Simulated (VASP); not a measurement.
Here is a VASP 6.6.1 calculation.

Contents of INCAR:

```
SYSTEM = CuSi16
ALGO     = Normal         ! electronic algorithm
EDIFF    = 1E-7           ! SCF threshold, eV
ENCUT    = 520            ! plane-wave cutoff, eV
GGA      = PE             ! functional
ISIF     = 2              ! what is computed and relaxed
ISMEAR   = -1             ! smearing method
LASPH    = .TRUE.         ! aspherical terms in the spheres
LCHARG   = .TRUE.         ! write CHGCAR
LELF     = .TRUE.         ! ELF
LREAL    = Auto         
LVHAR    = .TRUE.       
LWAVE    = .FALSE.        ! write WAVECAR
NBANDS   = 52             ! bands
NELECT   = 74.0         
NELM     = 60             ! most SCF steps
PREC     = Accurate       ! precision mode
SIGMA    = 0.02           ! smearing width, eV
```

Contents of KPOINTS:

```
k-points
0
G
  2 2 2
  0 0 0
```

File POSCAR:

```
CuSi16
1.0
    0.0000000000      5.4300000000      5.4300000000
    5.4300000000      0.0000000000      5.4300000000
    5.4300000000      5.4300000000      0.0000000000
Si Cu
16 1
Direct
   -0.0411049724     -0.0430202578      0.0510865562
    0.1086095764      0.1174493554      0.1292725599
    0.0338766114      0.0227716390      0.5000644567
    0.1195027624      0.1086372007      0.6838121547
    0.0018784530      0.4803867403     -0.0288581952
    0.1275598527      0.6085359116      0.0935267035
   -0.0043278085      0.4888766114      0.4852486188
    0.1263720074      0.6261694291      0.5958195212
    0.5030478821      0.0002670350     -0.0452394107
    0.5888858195      0.1513167587      0.1009484346
    0.4786003683      0.0122099448      0.5001289134
    0.6644014733      0.1515837937      0.5771086556
    0.4960773481      0.4968876611     -0.0541988950
    0.6421362799      0.6067771639      0.0614364641
    0.4822559853      0.5147237569      0.4363627993
    0.6335635359      0.6224401473      0.5651657459
    0.8492909761      0.8436372007      0.4876887661
```

Potentials or basis: VASP PAW PBE potentials, release 64 (Si, Cu).

The run is started by

```console
$ cat potpaw_PBE.64/Si/POTCAR potpaw_PBE.64/Cu/POTCAR > POTCAR
$ mpirun -np 1 vasp_std > vasp.out
```

Predict the largest force.

3.076 eV/Å.

Forces on the atoms (eV/Å):
```
Si   1.418 -0.556  1.130
Si  -1.209  0.961  0.352
Si  -1.423 -0.817 -0.656
Si   0.821 -0.208  0.576
Si  -0.072  0.148  0.626
Si  -0.219  0.860 -1.331
Si  -1.573  0.211  0.079
Si   0.821  1.176  0.097
Si   0.344  0.050 -0.423
Si  -1.099  1.710 -2.309
Si  -1.364  0.035  0.915
Si   1.196 -0.362 -1.220
Si   0.515 -0.942  1.621
Si   1.603 -1.022  0.104
Si  -0.799  0.987  1.428
Si   0.967 -0.946 -0.848
Cu   0.073 -1.283 -0.142
```

Caveat: the k points lie up to 0.50 Å⁻¹ apart; the cell carries a net charge on a neutralising background, which shifts energy and pressure.
